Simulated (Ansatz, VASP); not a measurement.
Given: the input of a run of VASP 6.6.1 on GaN.

Contents of POSCAR:

```
GaN
1.0
    0.0000000000      2.2535006075      2.2535006075
    2.2535006075      0.0000000000      2.2535006075
    2.2535006075      2.2535006075      0.0000000000
Ga N
1 1
Direct
    0.0000000000      0.0000000000      0.0000000000
    0.2500000000      0.2500000000      0.2500000000
```

The input INCAR.step1:

```
SYSTEM = GaN
PREC = Accurate ; ENCUT = 520
EDIFF = 1E-5 ; ISMEAR = -1
SIGMA = 0.05 ; LREAL = .False.
LASPH = .True. ; NELM = 100
ALGO = Normal ; ISIF = 2
LWAVE = .True. ; NBANDS = 16
GGA = PE
```

Contents of INCAR.step2:

```
SYSTEM = GaN
PREC = Accurate ; ENCUT = 520
EDIFF = 1E-7 ; ISMEAR = -1
SIGMA = 0.05 ; LREAL = .False.
LASPH = .True. ; NELM = 100
ALGO = Normal ; ISIF = 2
LWAVE = .False. ; LCHARG = .True.
GGA = PE ; LHFCALC = .True.
AEXX = 0.25 ; HFSCREEN = 0.15
PRECFOCK = Normal ; LELF = .True.
LVHAR = .True. ; NBANDS = 16
ISTART = 1
```

KPOINTS

```
regular mesh
0
Gamma
  5 5 5
  0 0 0
```

Potentials or basis: VASP PAW PBE potentials, release 64 (Ga_d, N).

Launch:

```sh
$ cat potpaw_PBE.64/Ga_d/POTCAR potpaw_PBE.64/N/POTCAR > POTCAR
$ cp INCAR.step1 INCAR
$ mpirun -np 1 vasp_std > vasp.out
$ cp INCAR.step2 INCAR
$ mpirun -np 1 vasp_std > vasp.out
```

Q: Set up the same calculation for Ansatz 0.2.0. Potentials there: Ansatz PAW.

A: As run (the cutoff follows the program's own potentials):

File input.yaml:

```yaml
crystal:
  lattice:
    - [0.0, 2.2535006075, 2.2535006075]
    - [2.2535006075, 0.0, 2.2535006075]
    - [2.2535006075, 2.2535006075, 0.0]
  atoms:
    - { symbol: Ga, position: [0.0, 0.0, 0.0] }
    - { symbol: "N", position: [0.25, 0.25, 0.25] }
hamiltonian:
  xc:
    exchange: pbe
    correlation: pbe
    exx: { coeff: 0.25, omega: 0.15 }
  pseudopotentials: { kind: paw }
kpoints:
  mp_grid: { grid: [5, 5, 5] }
scf:
  occupations: { method: fermi_dirac, width: 0.05 }
output:
  forces: true
  stress: true
  eigenvalues: true
```

Potentials or basis: Ansatz PAW.

The run is started by

```console
$ ansatz run input.yaml --threads 2 --pin off --max-ram 5632MiB --backend cpu --events-out ev --progress --plain --runs-dir out
```

Both were run:

|  | VASP | Ansatz | Ansatz less VASP |
| --- | --- | --- | --- |
| gap on the k mesh at the Fermi level (eV) | 3.15 | 3.13 | -0.022 |
| least direct gap on the mesh (eV) | 3.15 | 3.13 | -0.022 |
| pressure (GPa) | -1.6 | -1.4 | +0.16 |

VASP's potentials were made for PBE, not for PBE-based screened hybrid. The functional is the same, so the differences come from potentials, cutoffs and numerics.

The k mesh is coarse, so the values compare programs but aren't converged. Noted on Ansatz's run: odd divisions of the mesh miss points on the zone boundary, where band edges often lie, so the gap on the mesh can be too wide.
